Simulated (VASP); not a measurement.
Wanted: the native input for a VASP 6.6.1 run.

| Property | Result |
| --- | --- |
| Task | relaxation of cell and atoms |
| Functional | PBE |
| Potentials or basis | VASP PAW PBE potentials, release 64 (Ni_sv_GW) |
| Cutoff | 590 eV |
| k mesh | 13 × 13 × 13 |
| Occupations | gaussian, width 0.05 eV |
| Spin | collinear spin, ferromagnetic start |
| Starting moments | [1.0] μB |
| Fixed moment | 1 μB |
| Hubbard terms | Ni d U = 5.0 eV |
| Dipole correction | no |
| Second run | valence_matched |
| Further INCAR settings | ALGO = Normal; EDIFF = 1e-07; IBRION = 2; EDIFFG = -0.01; NSW = 60; ISIF = 3 |

The structure of Ni lies in POSCAR:

```
Ni
1.0
    0.0000000000      1.7375729330      1.7375729330
    1.7375729330      0.0000000000      1.7375729330
    1.7375729330      1.7375729330      0.0000000000
Ni
1
Direct
    0.0000000000      0.0000000000      0.0000000000
```

The input as run:

INCAR

```
SYSTEM = Ni
ALGO = Normal ; EDIFF = 1E-7
EDIFFG = -0.01 ; ENCUT = 590
GGA = PE ; GGA_COMPAT = .FALSE.
IBRION = 2 ; ISIF = 3
ISMEAR = 0 ; ISPIN = 2
LASPH = .TRUE. ; LCHARG = .FALSE.
LDAU = .TRUE. ; LDAUJ = 0
LDAUL = 2 ; LDAUPRINT = 1
LDAUTYPE = 2 ; LDAUU = 5
LMAXMIX = 4 ; LORBIT = 11
LREAL = .FALSE. ; LWAVE = .FALSE.
MAGMOM = 1 ; NELM = 200
NELMIN = 4 ; NSW = 60
NUPDOWN = 1.0 ; PREC = Accurate
SIGMA = 0.05
```

KPOINTS

```
k-points
0
G
  13 13 13
  0 0 0
```

Potentials or basis: VASP PAW PBE potentials, release 64 (Ni_sv_GW).

Run with:

```sh
$ cat potpaw_PBE.64/Ni_sv_GW/POTCAR > POTCAR
$ mpirun -np 1 vasp_std > vasp.out
```

Results of the run:

- Relaxed volume: 10.95 Å³/atom
- Relaxed cell: a = 2.493 Å, b = 2.493 Å, c = 2.493 Å, α = 60.00°, β = 60.00°, γ = 60.00°
- Space group after relaxing (to 0.05 Å): Fm-3m (No. 225)
- Energy gained by relaxing: 12.2 meV/atom
- Ionic steps: 3
- Pressure after relaxing: 0.0 GPa
- Net moment: 1.00 μB per cell
- Site moments: Ni +1.08 μB
- Valence electrons inside the program's atomic spheres: Ni 16.39

Caveat: the total moment is fixed, so each spin has its own Fermi level; the U is typed as a test and isn't derived for this compound.

Wall time 93 s on 1 thread of Intel(R) Xeon(R) 6975P-C (Granite Rapids), with other jobs on the host, peak memory 0.18 GiB.
